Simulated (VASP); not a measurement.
# TiO2 (C2/c) in VASP: further runs

TiO2 is run at these levels: LDA; tasks: single point.

Program: VASP 6.6.1. These are calculated values, not measurements. Logs are shortened: lines on timing, memory, paths and dates and some standing lists are left out, and cuts for length are marked.

## 1. The cell of the first run

It takes space group C2/c (No. 15, monoclinic). Conventional cell: a = 5.186 Å, b = 5.187 Å, c = 5.244 Å, α = 90.00°, β = 118.77°, γ = 90.00°. Within 2.5 Å of Ti (site symmetry 2) lie 6 O at 1.85 to 1.92 Å. Within 2.5 Å of O (site symmetry 1) lie 3 Ti at 1.85 to 1.92 Å and 2 O at 2.39 Å.

## 2. Single point, LDA

Input file INCAR:

```
SYSTEM = TiO2
PREC = Accurate
ENCUT = 520
EDIFF = 1E-6
ISMEAR = 0
SIGMA = 0.01
LREAL = .False.
LASPH = .True.
NELM = 80
ALGO = Normal
ISIF = 2
LWAVE = .False.
LCHARG = .False.
NBANDS = 33
```

Input file KPOINTS:

```
regular mesh
0
Gamma
  6 6 4
  0 0 0
```

Input file POSCAR:

```
TiO2
1.0
    2.5931490083     -2.5937441026      0.0000000000
    2.5931490083      2.5937441026      0.0000000000
   -2.5236705455      0.0000000000      4.5965403538
Ti O
2 4
Direct
    0.1341100000      0.8658900000      0.2500000000
    0.8658900000      0.1341100000      0.7500000000
    0.3312210000      0.0887550000      0.6671490000
    0.6687790000      0.9112450000      0.3328510000
    0.9112450000      0.6687790000      0.8328510000
    0.0887550000      0.3312210000      0.1671490000
```

Potentials or basis: VASP PAW LDA potentials, release 64 (Ti_sv, O).

Run with:

```sh
cat potpaw_LDA.64/Ti_sv/POTCAR potpaw_LDA.64/O/POTCAR > POTCAR
mpirun -np 1 vasp_std > vasp.out
```

OUTCAR:

```text
SYSTEM = TiO2
   PREC = Accurate
   ENCUT = 520
   EDIFF = 1E-6
   ISMEAR = 0
   LREAL = .False.
   LASPH = .True.
   NELM = 80
   ISIF = 2

 ion  position               nearest neighbor table
   1  0.134  0.866  0.250-   4 1.85   6 1.85   6 1.89   4 1.89   3 1.92   5 1.92   2 2.92   2 2.92

   2  0.866  0.134  0.750-   5 1.85   3 1.85   5 1.89   3 1.89   6 1.92   4 1.92   1 2.92   1 2.92

   3  0.331  0.089  0.667-   2 1.85   2 1.89   1 1.92
   4  0.669  0.911  0.333-   1 1.85   1 1.89   2 1.92
   5  0.911  0.669  0.833-   2 1.85   2 1.89   1 1.92
   6  0.089  0.331  0.167-   1 1.85   1 1.89   2 1.92

  LATTYP: Found a base centered monoclinic cell.
 ALAT       =     5.1862980166
 B/A-ratio  =     1.0002294871
 C/A-ratio  =     1.0110809974
 COS(beta)  =    -0.4812705001

  Lattice vectors:

 A1 = (   2.5931490083,  -2.5937441026,   0.0000000000)
 A2 = (   2.5931490083,   2.5937441026,   0.0000000000)
 A3 = (  -2.5236705455,   0.0000000000,   4.5965403538)

Analysis of symmetry for initial positions (statically):
=====================================================================
 Subroutine PRICEL returns:
 Original cell was already a primitive cell.

 Routine SETGRP: Setting up the symmetry group for a
 base centered monoclinic supercell.

 Subroutine GETGRP returns: Found  4 space group operations
 (whereof  2 operations were pure point group operations)
 out of a pool of  4 trial point group operations.

The static configuration has the point symmetry S_2 .
 The point group associated with its full space group is C_2h.

Analysis of symmetry for dynamics (positions and initial velocities):
=====================================================================
 Subroutine PRICEL returns:
 Original cell was already a primitive cell.

 Routine SETGRP: Setting up the symmetry group for a
 base centered monoclinic supercell.

 Subroutine GETGRP returns: Found  4 space group operations
 (whereof  2 operations were pure point group operations)
 out of a pool of  4 trial point group operations.

The dynamic configuration has the point symmetry S_2 .
 The point group associated with its full space group is C_2h.

 Subroutine INISYM returns: Found  4 space group operations
 (whereof  2 operations are pure point group operations),
 and found     1 'primitive' translations

----------------------------------------------------------------------------------------

                                     Primitive cell

  volume of cell :      61.8323

  direct lattice vectors                    reciprocal lattice vectors
     2.593149008 -2.593744103  0.000000000     0.192815761 -0.192771523  0.105862980
     2.593149008  2.593744103  0.000000000     0.192815761  0.192771523  0.105862980
    -2.523670545  0.000000000  4.596540354     0.000000000  0.000000000  0.217554927

  length of vectors
     3.667687316  3.667687316  5.243767371     0.292482048  0.292482048  0.217554927

  position of ions in fractional coordinates (direct lattice)
     0.134110000  0.865890000  0.250000000
     0.865890000  0.134110000  0.750000000
     0.331221000  0.088755000  0.667149000
     0.668779000  0.911245000  0.332851000
     0.911245000  0.668779000  0.832851000
     0.088755000  0.331221000  0.167149000

  ion indices of the primitive-cell ions
   primitive index   ion index
                 1           1
                 2           2
                 3           3
                 4           4
                 5           5
                 6           6

----------------------------------------------------------------------------------------

 KPOINTS: regular mesh

Automatic generation of k-mesh.
 Grid dimensions read from file:
 generate k-points for:    6    6    4

 Generating k-lattice:

  Cartesian coordinates                     Fractional coordinates (reciprocal lattice)
     0.032135960 -0.032128587  0.017643830     0.166666667  0.000000000  0.000000000
     0.032135960  0.032128587  0.017643830     0.000000000  0.166666667  0.000000000
     0.000000000  0.000000000  0.054388732     0.000000000  0.000000000  0.250000000

  Length of vectors
     0.048747008  0.048747008  0.054388732

  Shift w.r.t. Gamma in fractional coordinates (k-lattice)
     0.000000000  0.000000000  0.000000000

 Subroutine IBZKPT returns following result:
 ===========================================

 Found     47 irreducible k-points:

 Following reciprocal coordinates:
            Coordinates               Weight
  0.000000  0.000000  0.000000      1.000000
  0.166667  0.000000 -0.000000      4.000000
  0.333333  0.000000 -0.000000      4.000000
  0.500000  0.000000  0.000000      2.000000
  0.166667  0.166667  0.000000      2.000000
  0.333333  0.166667 -0.000000      4.000000
[... 16 lines left out ...]
 -0.333333  0.166667  0.250000      4.000000
 -0.166667  0.166667  0.250000      4.000000
 [... further k-points ...]
   k-points           NKPTS =     47   k-points in BZ     NKDIM =     47   number of bands    NBANDS=     33
   number of dos      NEDOS =    301   number of ions     NIONS =      6
   total plane-waves  NPLWV =  31360
   dimension x,y,z NGX =    28 NGY =   28 NGZ =   40
   dimension x,y,z NGXF=    56 NGYF=   56 NGZF=   80
   ions per type =               2   4
   NGX,Y,Z   is equivalent  to a cutoff of  12.69, 12.69, 12.68 a.u.
   NGXF,Y,Z  is equivalent  to a cutoff of  25.38, 25.38, 25.36 a.u.
 SYSTEM =  TiO2
   PREC   = accura    normal or accurate (medium, high low for compatibility)
   ISTART =      0    job   : 0-new  1-cont  2-samecut
   ICHARG =      2    charge: 1-file 2-atom 10-const
   ISPIN  =      1    spin polarized calculation?
   LNONCOLLINEAR =      F non collinear calculations
   LSORBIT =      F    spin-orbit coupling
   LASPH  =      T    aspherical Exc in radial PAW
   ENCUT  =  520.0 eV  38.22 Ry    6.18 a.u.   6.82  6.82  9.75*2*pi/ulx,y,z
   NELM   =     80;   NELMIN=  2; NELMDL= -5     # of ELM steps
   EDIFF  = 0.1E-05   stopping-criterion for ELM
   LREAL  =      F    real-space projection
   EDIFFG = 0.1E-04   stopping-criterion for IOM
   NSW    =      0    number of steps for IOM
   IBRION =     -1    ionic relax: 0-MD 1-quasi-New 2-CG
   NFREE  =      0    steps in history (QN), initial steepest desc. (CG)
   ISIF   =      2    stress and relaxation
   ISYM   =      2    0-nonsym 1-usesym 2-fastsym
   POTIM  = 0.5000    time-step for ionic-motion
   TEBEG  =    0.0;   TEEND  =   0.0 temperature during run
   PSTRESS=    0.0 pullay stress
   NELECT =      48.0000    total number of electrons
   NUPDOWN=      -1.0000    fix difference up-down
   EMIN   =  10.00;   EMAX   =-10.00  energy-range for DOS
   EFERMI =   0.00;   METHOD = LEGACY
   ISMEAR =     0;   SIGMA  =   0.01  broadening in eV -4-tet -1-fermi 0-gaus
   EFERMI_NEDOS =   21; number of points for ismear=-14 and -15
   IALGO  =     38    algorithm
   IMIX   =      4    mixing-type and parameters
     AMIX     =   0.40;   BMIX     =  1.00
     AMIX_MAG =   1.60;   BMIX_MAG =  1.00
  volume/ion in A,a.u.               =      10.31        69.54
  Fermi-wavevector in a.u.,A,eV,Ry     =   1.504585  2.843253 30.800537  2.263776
  Thomas-Fermi vector in A             =   2.615545
   LORBIT       =      0    0 simple, 1 ext, 2 COOP (PROOUT), +10 PAW based schemes
   GGA     = CA    functional components
   LHFCALC =     F    Hartree Fock is set to
   AEXX    =    0.0000 exact exchange contribution
   IVDW    =     0    specifies the selected vdW correction
   LEPSILON=     F    determine dielectric tensor
   LRPA    =     F    only Hartree local field effects (RPA)
 non-spin polarized calculation
 Gauss-broadening in eV      SIGMA  =   0.01
  energy-cutoff  :      520.00
  volume of cell :       61.83
 maximum number of plane-waves:      1680
   NGX = 13   NGY = 13   NGZ = 19

 number of electron      48.0000009 magnetization

 Free energy of the ion-electron system (eV)
  ---------------------------------------------------
  ext. energy  EPLUGINS =         0.00000000
  ---------------------------------------------------
  free energy    TOTEN  =       -58.56196463 eV

  energy without entropy =      -58.56196463  energy(sigma->0) =      -58.56196463

 E-fermi :   4.0789     XC(G=0): -11.8438

 val. band max:        3.9969297676   @ k =   0.5000   0.5000   0.0000
 cond. band min:       6.2029312293   @ k =   0.0000   0.0000   0.0000
 fundamental gap:      2.2060014617
 Fermi energy:         4.0788860588

 k-point     1 :       0.0000    0.0000    0.0000
  band No.  band energies     occupation
      1     -51.2664      2.00000
      2     -51.1634      2.00000
      3     -28.3284      2.00000
      4     -27.9635      2.00000
      5     -27.9624      2.00000
      6     -27.8573      2.00000
[... 25 lines left out ...]
     32      10.2092      0.00000
     33      10.7668      0.00000

 k-point     2 :       0.1667    0.0000   -0.0000
  band No.  band energies     occupation
      1     -51.2600      2.00000
      2     -51.1679      2.00000
      3     -28.3136      2.00000
      4     -28.0159      2.00000
      5     -27.9674      2.00000
      6     -27.8783      2.00000
[... 25 lines left out ...]
     32      10.4826      0.00000
     33      10.8804      0.00000

 k-point     3 :       0.3333    0.0000   -0.0000
  band No.  band energies     occupation
      1     -51.2445      2.00000
      2     -51.1794      2.00000
      3     -28.2817      2.00000
      4     -28.1184      2.00000
      5     -27.9754      2.00000
      6     -27.9117      2.00000
[... 25 lines left out ...]
     32      10.8523      0.00000
     33      11.3977      0.00000

 k-point     4 :       0.5000    0.0000    0.0000
  band No.  band energies     occupation
      1     -51.2340      2.00000
      2     -51.1880      2.00000
      3     -28.2584      2.00000
      4     -28.1777      2.00000
      5     -27.9792      2.00000
      6     -27.9193      2.00000
[... 25 lines left out ...]
     32      10.9605      0.00000
     33      11.6705      0.00000

 k-point     5 :       0.1667    0.1667    0.0000
  band No.  band energies     occupation
      1     -51.2503      2.00000
      2     -51.1757      2.00000
      3     -28.2767      2.00000
      4     -28.0557      2.00000
      5     -27.9990      2.00000
      6     -27.8923      2.00000
[... 604 lines left out ...]
 k-point    22 :       0.5000    0.1667    0.2500
  band No.  band energies     occupation
      1     -51.2338      2.00000
      2     -51.1861      2.00000
      3     -28.3083      2.00000
      4     -28.1603      2.00000
      5     -28.0073      2.00000
      6     -27.9484      2.00000
[... 25 lines left out ...]
     32      11.4064      0.00000
     33      11.7934      0.00000

 k-point    23 :      -0.3333    0.1667    0.2500
  band No.  band energies     occupation
      1     -51.2428      2.00000
      2     -51.1790      2.00000
      3     -28.3093      2.00000
      4     -28.1259      2.00000
      5     -28.0071      2.00000
      6     -27.9238      2.00000
[... 25 lines left out ...]
     32      11.4856      0.00000
     33      11.7178      0.00000

 k-point    24 :      -0.1667    0.1667    0.2500
  band No.  band energies     occupation
      1     -51.2446      2.00000
      2     -51.1814      2.00000
      3     -28.2569      2.00000
      4     -28.0624      2.00000
      5     -28.0059      2.00000
      6     -27.8892      2.00000
[... 25 lines left out ...]
     32      11.0701      0.00000
     33      11.2915      0.00000

 [... further k-points ...]

------------------------ aborting loop because EDIFF is reached ----------------------------------------

  FORCE on cell =-STRESS in cart. coord.  units (eV):
  Direction    XX          YY          ZZ          XY          YZ          ZX
  --------------------------------------------------------------------------------------
  -------------------------------------------------------------------------------------
  Total        7.3051007      7.2621927      8.0081311      0.0000000      0.0000000      0.3362205
  in kB      189.2871435    188.1753262    207.5038132      0.0000000      0.0000000      8.7120254
  external PRESSURE =     194.9887610 kB  Pullay stress =       0.0000000 kB

 VOLUME and BASIS-vectors are now :
 -----------------------------------------------------------------------------
  energy-cutoff  :      520.00
  volume of cell :       61.83
      direct lattice vectors                 reciprocal lattice vectors
     2.593149008 -2.593744103  0.000000000     0.192815761 -0.192771523  0.105862980
     2.593149008  2.593744103  0.000000000     0.192815761  0.192771523  0.105862980
    -2.523670545  0.000000000  4.596540354     0.000000000  0.000000000  0.217554927

 POSITION                                       TOTAL-FORCE (eV/Angst)
 -----------------------------------------------------------------------------------
      1.96223      1.89805      1.14914         0.000000      0.234778      0.000000
      0.70040     -1.89805      3.44741         0.000000     -0.234778     -0.000000
     -0.59460     -0.62889      3.06658        -0.107523      0.106084      0.503375
      3.25723      0.62889      1.52996         0.107523     -0.106084     -0.503375
      1.99540     -0.62889      3.82823         0.107523      0.106084     -0.503375
      0.66723      0.62889      0.76831        -0.107523     -0.106084      0.503375
 -----------------------------------------------------------------------------------
    total drift:                               -0.000000     -0.000000     -0.000000

  FREE ENERGIE OF THE ION-ELECTRON SYSTEM (eV)
  ---------------------------------------------------
  free  energy   TOTEN  =       -58.5619646321 eV

  energy  without entropy=      -58.5619646321  energy(sigma->0) =      -58.56196463
```

Wall time 37 s (1 thread of Intel Xeon 6975P-C (Granite Rapids), shared host); peak memory 0.2 GiB.

Results:

| Property | Result |
| --- | --- |
| Free energy | -58.5620 eV |
| Pressure | 19.5 GPa |
| Largest force | 0.526 eV/Å |
| Band gap on the k mesh | 2.21 eV, indirect (least direct gap 2.53 eV) |

Forces on the atoms (eV/Å):
```
Ti   0.000  0.235  0.000
Ti   0.000 -0.235  0.000
O   -0.108  0.106  0.503
O    0.108 -0.106 -0.503
O    0.108  0.106 -0.503
O   -0.108 -0.106  0.503
```

## 3. Single point, LDA

This run uses another cell than the first one, of 10.77 Å³/atom, 1.045 times its volume.

Input file INCAR:

```
  ALGO = Normal
  EDIFF = 1E-6
  ENCUT = 520
  ISIF = 2
  ISMEAR = 0
  LASPH = T
  LCHARG = F
  LREAL = F
  LWAVE = F
  NBANDS = 33
  NELM = 60
  PREC = Accurate
  SIGMA = 0.01
```

Input file KPOINTS:

```
k-points
0
Gamma
  6 6 4
```

POSCAR: that of step 2 with these lines changed.

```diff
@@ -2,5 +2,5 @@
 1.0
-    2.5931490083     -2.5937441026      0.0000000000
-    2.5931490083      2.5937441026      0.0000000000
-   -2.5236705455      0.0000000000      4.5965403538
+    2.6318584318     -2.6324624094      0.0000000000
+    2.6318584318      2.6324624094      0.0000000000
+   -2.5613428241      0.0000000000      4.6651555496
 Ti O
```

Potentials or basis: VASP PAW LDA potentials, release 64 (Ti_sv, O).

Run with:

```sh
cat potpaw_LDA.64/Ti_sv/POTCAR potpaw_LDA.64/O/POTCAR > POTCAR
mpirun -np 1 vasp_std > vasp.out
```

OUTCAR:

```text
EDIFF = 1E-6
   ENCUT = 520
   ISIF = 2
   ISMEAR = 0
   LASPH = T
   LREAL = F
   NELM = 60
   PREC = Accurate

 ion  position               nearest neighbor table
   1  0.134  0.866  0.250-   4 1.88   6 1.88   6 1.92   4 1.92   3 1.95   5 1.95
   2  0.866  0.134  0.750-   5 1.88   3 1.88   5 1.92   3 1.92   6 1.95   4 1.95
   3  0.331  0.089  0.667-   2 1.88   2 1.92   1 1.95
   4  0.669  0.911  0.333-   1 1.88   1 1.92   2 1.95
   5  0.911  0.669  0.833-   2 1.88   2 1.92   1 1.95
   6  0.089  0.331  0.167-   1 1.88   1 1.92   2 1.95

  LATTYP: Found a base centered monoclinic cell.
[... 1073 lines left out ...]
  -------------------------------------------------------------------------------------
  Total        2.5480762      2.5157608      3.0215271      0.0000000      0.0000000      0.1408669
  in kB       63.1541888     62.3532496     74.8886924      0.0000000      0.0000000      3.4913922
  external PRESSURE =      66.7987103 kB  Pullay stress =       0.0000000 kB

 VOLUME and BASIS-vectors are now :
 -----------------------------------------------------------------------------
  energy-cutoff  :      520.00
  volume of cell :       64.64
      direct lattice vectors                 reciprocal lattice vectors
     2.631858432 -2.632462409  0.000000000     0.189979823 -0.189936235  0.104305945
     2.631858432  2.632462409  0.000000000     0.189979823  0.189936235  0.104305945
    -2.561342824  0.000000000  4.665155550     0.000000000  0.000000000  0.214355125

 POSITION                                       TOTAL-FORCE (eV/Angst)
 -----------------------------------------------------------------------------------
      1.99152      1.92638      1.16629        -0.000000      0.172860      0.000000
      0.71085     -1.92638      3.49887         0.000000     -0.172860      0.000000
     -0.60348     -0.63828      3.11235        -0.062826      0.049178      0.188431
      3.30585      0.63828      1.55280         0.062826     -0.049178     -0.188431
      2.02518     -0.63828      3.88538         0.062826      0.049178     -0.188431
      0.67719      0.63828      0.77978        -0.062826     -0.049178      0.188431
 -----------------------------------------------------------------------------------
    total drift:                               -0.000000      0.000000     -0.000000

  FREE ENERGIE OF THE ION-ELECTRON SYSTEM (eV)
  ---------------------------------------------------
  free  energy   TOTEN  =       -58.7916577298 eV

  energy  without entropy=      -58.7916577298  energy(sigma->0) =      -58.79165773
```

OSZICAR:

```text
N       E                     dE             d eps       ncg     rms          rms(c)
DAV:   1     0.660441362613E+03    0.66044E+03   -0.24535E+04  3102   0.171E+03
DAV:   2     0.266898770490E+02   -0.63375E+03   -0.58745E+03  3357   0.520E+02
DAV:   3    -0.687435532474E+02   -0.95433E+02   -0.93775E+02  4241   0.190E+02
DAV:   4    -0.748600797480E+02   -0.61165E+01   -0.61044E+01  4665   0.453E+01
DAV:   5    -0.751001969159E+02   -0.24012E+00   -0.24010E+00  3975   0.696E+00    0.337E+01
DAV:   6    -0.589843276051E+02    0.16116E+02   -0.73479E+01  4353   0.896E+01    0.108E+01
DAV:   7    -0.590185160571E+02   -0.34188E-01   -0.13925E+01  4050   0.315E+01    0.102E+01
DAV:   8    -0.588130155751E+02    0.20550E+00   -0.65895E-01  4215   0.806E+00    0.548E+00
DAV:   9    -0.588125583217E+02    0.45725E-03   -0.42712E-01  4410   0.617E+00    0.162E+00
DAV:  10    -0.587974960106E+02    0.15062E-01   -0.13092E-01  4298   0.440E+00    0.774E-01
DAV:  11    -0.587916684285E+02    0.58276E-02   -0.22868E-02  4015   0.976E-01    0.148E-01
DAV:  12    -0.587917543805E+02   -0.85952E-04   -0.12301E-03  3649   0.390E-01    0.105E-01
DAV:  13    -0.587916997864E+02    0.54594E-04   -0.49112E-04  4132   0.312E-01    0.524E-02
DAV:  14    -0.587916575504E+02    0.42236E-04   -0.13264E-04  4397   0.101E-01    0.766E-03
DAV:  15    -0.587916577298E+02   -0.17941E-06   -0.80743E-06  3812   0.236E-02
   1 F= -.58791658E+02 E0= -.58791658E+02  d E =-.117205E-60
```

Run time: 38 s. Hardware: 1 thread of Intel Xeon 6975P-C (Granite Rapids), shared host; peak memory 0.2 GiB.

What came out:

| Quantity | Value |
| --- | --- |
| Free energy | -58.7917 eV |
| Pressure | 6.7 GPa |
| Largest force | 0.205 eV/Å |
| Band gap on the k mesh | 2.12 eV, indirect (least direct gap 2.46 eV) |

Forces in eV/Å, atoms in the order of the input:
```
Ti   0.000  0.173  0.000
Ti   0.000 -0.173  0.000
O   -0.063  0.049  0.188
O    0.063 -0.049 -0.188
O    0.063  0.049 -0.188
O   -0.063 -0.049  0.188
```

Stress tensor (GPa, compression positive):
```
6.32 0.00 0.35
0.00 6.24 0.00
0.35 0.00 7.49
```

[end of part 1 of 2]
